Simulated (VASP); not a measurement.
# PbS (C2/m) in VASP: a series of runs, part 2 of 2

VASP 6.6.1.

## (3) Single point, r2SCAN+rVV10

File POSCAR:

```
PbS
1.0
    2.9546833661     -2.9689122510      0.2885226881
    2.9546833661      2.9689122510      0.2885226881
   -0.5835746326      0.0000000000      5.9261866124
Pb S
2 2
Direct
    0.7499847761      0.7499847761      0.7500021470
    0.2500152239      0.2500152239      0.2499978530
    0.2500781931      0.2500781931      0.7500270770
    0.7499218069      0.7499218069      0.2499729230
```

File INCAR.step1:

```
SYSTEM = PbS
PREC = Accurate
ENCUT = 520
ISMEAR = -1
SIGMA = 0.02
LREAL = .FALSE.
LASPH = .TRUE.
NELM = 60
NBANDS = 28
GGA = PE
ALGO = Normal
EDIFF = 1E-4
LWAVE = .TRUE.
LCHARG = .FALSE.
```

File INCAR.step2:

```
SYSTEM = PbS
PREC = Accurate
ENCUT = 520
EDIFF = 1E-7
ISMEAR = -1
SIGMA = 0.02
LREAL = .FALSE.
LASPH = .TRUE.
NELM = 60
ALGO = Normal
ISIF = 2
LWAVE = .FALSE.
LCHARG = .FALSE.
METAGGA = R2SCAN
LMIXTAU = .TRUE.
LUSE_VDW = .TRUE.
IVDW_NL = 2
BPARAM = 11.95
CPARAM = 0.0093
NBANDS = 28
ISTART = 1
```

File KPOINTS:

```
regular mesh
0
G
  6 6 4
  0 0 0
```

Potentials or basis: VASP PAW PBE potentials, release 64 (Pb_d, S).

The run is started by

```console
$ cat potpaw_PBE.64/Pb_d/POTCAR potpaw_PBE.64/S/POTCAR > POTCAR
$ cp INCAR.step1 INCAR
$ mpirun -np 1 vasp_std > vasp.out
$ cp INCAR.step2 INCAR
$ mpirun -np 1 vasp_std > vasp.out
```

OUTCAR:

```text
SYSTEM = PbS
   PREC = Accurate
   ENCUT = 520
   EDIFF = 1E-7
   ISMEAR = -1
   LREAL = .FALSE.
   LASPH = .TRUE.
   NELM = 60
   ISIF = 2
   METAGGA = R2SCAN
   IVDW_NL = 2
   BPARAM = 11.95
   ISTART = 1

 ion  position               nearest neighbor table
   1  0.750  0.750  0.750-   3 2.97   3 2.97   3 2.97   3 2.97   4 2.98   4 2.98
   2  0.250  0.250  0.250-   4 2.97   4 2.97   4 2.97   4 2.97   3 2.98   3 2.98
   3  0.250  0.250  0.750-   1 2.97   1 2.97   1 2.97   1 2.97   2 2.98   2 2.98
   4  0.750  0.750  0.250-   2 2.97   2 2.97   2 2.97   2 2.97   1 2.98   1 2.98

  LATTYP: Found a base centered monoclinic cell.
 ALAT       =     5.9374739193
 B/A-ratio  =     1.0000590458
 C/A-ratio  =     1.0029266322
 COS(beta)  =    -0.0008167583

  Lattice vectors:

 A1 = (   2.9546833661,  -2.9689122510,   0.2885226881)
 A2 = (   2.9546833661,   2.9689122510,   0.2885226881)
 A3 = (  -0.5835746326,   0.0000000000,   5.9261866124)

Analysis of symmetry for initial positions (statically):
=====================================================================
 Subroutine PRICEL returns:
 Original cell was already a primitive cell.

 Routine SETGRP: Setting up the symmetry group for a
 base centered monoclinic supercell.

 Subroutine GETGRP returns: Found  4 space group operations
 (whereof  4 operations were pure point group operations)
 out of a pool of  4 trial point group operations.

The static configuration has the point symmetry C_2h.

Analysis of symmetry for dynamics (positions and initial velocities):
=====================================================================
 Subroutine PRICEL returns:
 Original cell was already a primitive cell.

 Routine SETGRP: Setting up the symmetry group for a
 base centered monoclinic supercell.

 Subroutine GETGRP returns: Found  4 space group operations
[... 123 lines left out ...]
   EFERMI_NEDOS =   21; number of points for ismear=-14 and -15
   IALGO  =     38    algorithm
   IMIX   =      4    mixing-type and parameters
     AMIX     =   0.40;   BMIX     =  1.00
     AMIX_MAG =   1.60;   BMIX_MAG =  1.00
  volume/ion in A,a.u.               =      26.24       177.10
  Fermi-wavevector in a.u.,A,eV,Ry     =   1.186875  2.242868 19.166142  1.408672
  Thomas-Fermi vector in A             =   2.323038
   LORBIT       =      0    0 simple, 1 ext, 2 COOP (PROOUT), +10 PAW based schemes
   METAGGA = R2SCAN    functional components
   LHFCALC =     F    Hartree Fock is set to
   AEXX    =    0.0000 exact exchange contribution
   IVDW_NL    =     2    kernel type
   BPARAM     =11.9500
   IVDW    =     0    specifies the selected vdW correction
   LEPSILON=     F    determine dielectric tensor
   LRPA    =     F    only Hartree local field effects (RPA)
 non-spin polarized calculation
  energy-cutoff  :      520.00
  volume of cell :      104.97
 maximum number of plane-waves:      2848
   NGX = 15   NGY = 15   NGZ = 23

 number of electron      39.9999995 magnetization

 Free energy of the ion-electron system (eV)
  ---------------------------------------------------
  ext. energy  EPLUGINS =         0.00000000
  ---------------------------------------------------
  free energy    TOTEN  =      -130.20276892 eV

  energy without entropy =     -130.20276891  energy(sigma->0) =     -130.20276892

 E-fermi :   5.9101     XC(G=0): -10.2778

 val. band max:        5.6125786626   @ k =   0.5000  -0.0000   0.5000
 cond. band min:       6.2070772630   @ k =   0.5000  -0.0000   0.5000
 fundamental gap:      0.5944986003
 Fermi energy:         5.9101314178

 k-point     1 :       0.0000    0.0000    0.0000
  band No.  band energies     occupation
      1     -11.9561      2.00000
      2     -11.8236      2.00000
      3     -11.8014      2.00000
      4     -11.8014      2.00000
      5     -11.7989      2.00000
      6     -11.7872      2.00000
[... 733 lines left out ...]
     27      12.7408      0.00000
     28      12.7919      0.00000

 [... further k-points ...]

------------------------ aborting loop because EDIFF is reached ----------------------------------------

  FORCE on cell =-STRESS in cart. coord.  units (eV):
  Direction    XX          YY          ZZ          XY          YZ          ZX
  --------------------------------------------------------------------------------------
  -------------------------------------------------------------------------------------
  Total        0.0675773      0.0645662      0.0634921      0.0000000      0.0000000      0.0115230
  in kB        1.0314340      0.9854757      0.9690824      0.0000000      0.0000000      0.1758760
  external PRESSURE =       0.9953307 kB  Pullay stress =       0.0000000 kB

 VOLUME and BASIS-vectors are now :
 -----------------------------------------------------------------------------
  energy-cutoff  :      520.00
  volume of cell :      104.97
      direct lattice vectors                 reciprocal lattice vectors
     2.954683366 -2.968912251  0.288522688     0.167611138 -0.168411848  0.016505320
     2.954683366  2.968912251  0.288522688     0.167611138  0.168411848  0.016505320
    -0.583574633  0.000000000  5.926186612    -0.016320652  0.000000000  0.167135419

 POSITION                                       TOTAL-FORCE (eV/Angst)
 -----------------------------------------------------------------------------------
      3.99425      0.00000      4.87743         0.000205      0.000000      0.000068
      1.33154      0.00000      1.62580        -0.000205      0.000000     -0.000068
      1.04011      0.00000      4.58911        -0.000368      0.000000     -0.000187
      4.28569      0.00000      1.91413         0.000368      0.000000      0.000187
 -----------------------------------------------------------------------------------
    total drift:                                0.000000      0.000000     -0.000000

  FREE ENERGIE OF THE ION-ELECTRON SYSTEM (eV)
  ---------------------------------------------------
  free  energy   TOTEN  =      -130.2027689217 eV

  energy  without entropy=     -130.2027689103  energy(sigma->0) =     -130.20276892
```

OUTCAR.step1:

```text
SYSTEM = PbS
   PREC = Accurate
   ENCUT = 520
   ISMEAR = -1
   LREAL = .FALSE.
   LASPH = .TRUE.
   NELM = 60
[... 973 lines left out ...]
      1.33154      0.00000      1.62580        -0.000231      0.000000     -0.000009
      1.04011      0.00000      4.58911        -0.000477      0.000000     -0.000214
      4.28569      0.00000      1.91413         0.000477      0.000000      0.000214
 -----------------------------------------------------------------------------------
    total drift:                                0.000000      0.000000     -0.000000

  FREE ENERGIE OF THE ION-ELECTRON SYSTEM (eV)
  ---------------------------------------------------
  free  energy   TOTEN  =       -17.5083742752 eV

  energy  without entropy=      -17.5083727168  energy(sigma->0) =      -17.50837350
```

OSZICAR.step1:

```text
N       E                     dE             d eps       ncg     rms          rms(c)
DAV:   1     0.420689380337E+03    0.42069E+03   -0.18968E+04  2632   0.154E+03
DAV:   2     0.296526680933E+02   -0.39104E+03   -0.37931E+03  2672   0.404E+02
DAV:   3    -0.162383222129E+02   -0.45891E+02   -0.44643E+02  3416   0.154E+02
DAV:   4    -0.183985025806E+02   -0.21602E+01   -0.21500E+01  3120   0.347E+01
DAV:   5    -0.184843659914E+02   -0.85863E-01   -0.85843E-01  3468   0.725E+00    0.646E+00
DAV:   6    -0.174909080040E+02    0.99346E+00   -0.23974E+00  3668   0.964E+00    0.415E+00
DAV:   7    -0.175022663750E+02   -0.11358E-01   -0.42181E-01  2872   0.265E+00    0.272E+00
DAV:   8    -0.175144524971E+02   -0.12186E-01   -0.73840E-02  3236   0.235E+00    0.129E+00
DAV:   9    -0.175079125066E+02    0.65400E-02   -0.18665E-02  3612   0.116E+00    0.219E-01
DAV:  10    -0.175083479469E+02   -0.43544E-03   -0.23865E-03  2696   0.232E-01    0.929E-02
DAV:  11    -0.175083742752E+02   -0.26328E-04   -0.14249E-04  2140   0.113E-01
   1 F= -.17508374E+02 E0= -.17508373E+02  d E =-.155843E-05
```

Run time: 6.3 min. Hardware: 1 thread of Intel Xeon Platinum 8488C (Sapphire Rapids), shared host; peak memory 0.49 GiB.

What came out:

```
Free energy            : -130.2028 eV
Pressure               : 0.1 GPa
Band gap on the k mesh : 0.59 eV
```

Caveat: the PAW data sets were made with another functional, which shifts forces and pressure a little; spin-orbit coupling is left out, which moves the levels of the heavy elements.

## (4) Single point, r2SCAN

POSCAR is that of step 3.

File INCAR.step1:

```
PREC = Accurate
ENCUT = 520
ISMEAR = 0
SIGMA = 0.01
LREAL = F
LASPH = T
NELM = 60
NBANDS = 28
GGA = PE
ALGO = Normal
EDIFF = 1E-4
LWAVE = T
LCHARG = F
```

File INCAR.step2:

```
PREC = Accurate
ENCUT = 520
EDIFF = 1E-6
ISMEAR = 0
SIGMA = 0.01
LREAL = F
LASPH = T
NELM = 60
ALGO = Normal
ISIF = 2
LWAVE = F
LCHARG = T
METAGGA = R2SCAN
LMIXTAU = T
LELF = T
LVHAR = T
NBANDS = 28
ISTART = 1
```

File KPOINTS:

```
Automatic mesh
0
Gamma
  6 6 4
```

The run is started by

```console
$ cat potpaw_PBE.64/Pb_d/POTCAR potpaw_PBE.64/S/POTCAR > POTCAR
$ cp INCAR.step1 INCAR
$ mpirun -np 1 vasp_std > vasp.out
$ cp INCAR.step2 INCAR
$ mpirun -np 1 vasp_std > vasp.out
```

Wall time 4.3 min (1 thread of Intel Xeon Platinum 8488C (Sapphire Rapids), shared host); peak memory 0.3 GiB.

The run converged. Its results:

| Item | Value |
| --- | --- |
| Free energy | -131.2088 eV |
| Pressure | 1.0 GPa |
| Band gap on the k mesh | 0.64 eV |

Levels at points of the mesh, in eV from the valence-band top:
```tsv
k point	band 18	band 19	band 20	band 21	band 22	band 23
(0.00, 0.00, 0.00)	-2.31	-2.31	-2.29	4.18	5.49	5.56
(0.50, 0.00, 0.00)	-2.01	-0.80	-0.80	1.70	1.70	2.67
(0.50, 0.50, 0.00)	-3.59	-3.56	-3.56	4.17	4.17	6.00
(0.00, 0.00, 0.50)	-2.97	-1.80	-1.80	2.69	2.70	5.09
(0.50, 0.00, 0.50)	-1.90	0.00	0.00	0.64	0.64	2.18
(0.50, 0.50, 0.50)	-4.57	-1.12	-1.12	2.46	2.46	5.02
```

Caveat: the PAW data sets were made with another functional, which shifts forces and pressure a little; spin-orbit coupling is left out, which moves the levels of the heavy elements. A k mesh can miss the band edges.

## (5) Summary

| level | potentials or basis | smearing | gap on the mesh (eV) | pressure (GPa) |
| --- | --- | --- | --- | --- |
| LDA | VASP PAW LDA potentials, release 64 (Pb_d, S) | gaussian 0.01 eV | 0.22 | -2.8 |
| r2SCAN+rVV10 | VASP PAW PBE potentials, release 64 (Pb_d, S) | fermi-dirac 0.02 eV | 0.59 | 0.1 |
| r2SCAN | VASP PAW PBE potentials, release 64 (Pb_d, S) | gaussian 0.01 eV | 0.64 | 1.0 |

Alike in all rows: task single point; no spin polarisation; cell as given; k mesh 6 × 6 × 4; cutoff (eV) 520.

Caveats: spin-orbit coupling is left out, which moves the levels of the heavy elements; the PAW data sets were made with another functional, which shifts forces and pressure a little (at least some runs).

Absolute energies hang on the potentials; compare differences alone.
